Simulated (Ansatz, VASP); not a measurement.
**Cr: VASP beside Ansatz**

File INCAR:

```
SYSTEM = Cr
PREC = Accurate
ENCUT = 500
EDIFF = 1E-6
ISMEAR = -1
SIGMA = 0.1
LREAL = .False.
LASPH = .True.
NELM = 120
ALGO = Normal
ISIF = 2
LWAVE = .False.
LCHARG = .False.
GGA = CA
NBANDS = 12
GGA_COMPAT = .False.
```

The input KPOINTS:

```
Automatic mesh
0
Gamma
  25 25 25
  0 0 0
```

File POSCAR:

```
Cr
1.0
    0.0000000000      1.8409109476      1.8409109476
    1.8409109476      0.0000000000      1.8409109476
    1.8409109476      1.8409109476      0.0000000000
Cr
1
Direct
    0.0000000000      0.0000000000      0.0000000000
```

Input for Ansatz:

```yaml
crystal:
  lattice:
    - [0.0, 1.8409109476, 1.8409109476]
    - [1.8409109476, 0.0, 1.8409109476]
    - [1.8409109476, 1.8409109476, 0.0]
  atoms:
    - { symbol: Cr, position: [0.0, 0.0, 0.0] }
hamiltonian:
  xc: lda
  pseudopotentials:
    kind: paw
    azcp:
      Cr: "pseudopotentials/Cr.paw.azcp"
basis:
  ecutwfc: 420
  fft_grid_basis: typed
kpoints:
  mp_grid: { grid: [25, 25, 25], shift: [0, 0, 0] }
magnetization:
  spin_polarized: false
scf:
  occupations: { method: fermi_dirac, width: 0.1 }
output:
  stress: true
```

Alike in both runs: task single point; functional LDA; k mesh 25 × 25 × 25; occupations fermi-dirac, width 0.1 eV; no spin polarisation.

|  | VASP | Ansatz |
| --- | --- | --- |
| version | VASP 6.6.1 | Ansatz 0.2.0 |
| potentials or method | VASP PAW LDA potentials, release 64 (Cr_pv), cutoff 500 eV | plane waves (420 eV) with PAW, scalar-relativistic |
| valence electrons in the cell | 12 | 14 |

|  | VASP | Ansatz | Ansatz less VASP |
| --- | --- | --- | --- |
| pressure (GPa) | -24.7 | -24.5 | +0.12 |

Ansatz warns that its potentials were made for another functional, while VASP's fit it. LDA's correlation is that of Perdew and Zunger in VASP and of Perdew and Wang (1992) in Ansatz. VASP's potentials hold 12 valence electrons a cell and Ansatz's 14, so a difference there can come from the potentials and not from the codes.
